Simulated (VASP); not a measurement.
P: single point with PBE

The system is P.

```
P
1.0
     4.79366    0.00000    0.00000
     0.00000    4.79366    0.00000
     0.00000    0.00000    2.32677
P
3
Direct
  0.50000 0.00000 0.50000
  0.00000 0.50000 0.50000
  0.50000 0.50000 0.50000
```

```json
{
 "Program": "VASP 6.6.1",
 "Task": "single point",
 "Functional": "PBE",
 "Potentials or basis": "VASP PAW PBE potentials, release 64 (P)",
 "Cutoff": "520 eV",
 "k mesh": "10 × 10 × 20",
 "Occupations": "gaussian, width 0.1 eV",
 "Spin": "no spin polarisation"
}
```

| Property | Result |
| --- | --- |
| Pressure | -0.2 GPa |

Stress tensor (GPa, compression positive):
```
-0.19  0.00  0.00
 0.00 -0.19  0.00
 0.00  0.00 -0.29
```

Levels at points of the mesh, in eV from the Fermi level:
| k point | band 5 | band 6 | band 7 | band 8 | band 9 | band 10 | band 11 | band 12 |
| --- | --- | --- | --- | --- | --- | --- | --- | --- |
| (0.00, 0.00, 0.00) | -7.85 | -1.76 | -1.76 | 2.72 | 3.79 | 6.73 | 6.73 | 7.48 |
| (0.50, 0.00, 0.00) | -3.31 | -3.15 | -1.53 | -1.13 | 6.55 | 7.03 | 7.33 | 7.93 |
| (0.50, 0.50, 0.00) | -2.47 | -1.74 | -1.74 | -0.48 | -0.12 | 6.78 | 6.78 | 8.63 |
| (0.00, 0.00, 0.50) | -3.83 | -3.83 | -3.57 | -2.80 | 2.01 | 2.01 | 2.30 | 2.30 |
| (0.50, 0.00, 0.50) | -4.43 | -4.20 | -3.64 | 1.15 | 1.42 | 2.36 | 3.13 | 3.25 |
| (0.50, 0.50, 0.50) | -5.95 | -5.95 | -0.60 | 1.16 | 2.98 | 2.98 | 3.70 | 3.84 |

It took 2 min on 1 thread of Oxide Virtual Turin-like Processor, on a shared host, peak memory 0.21 GiB.
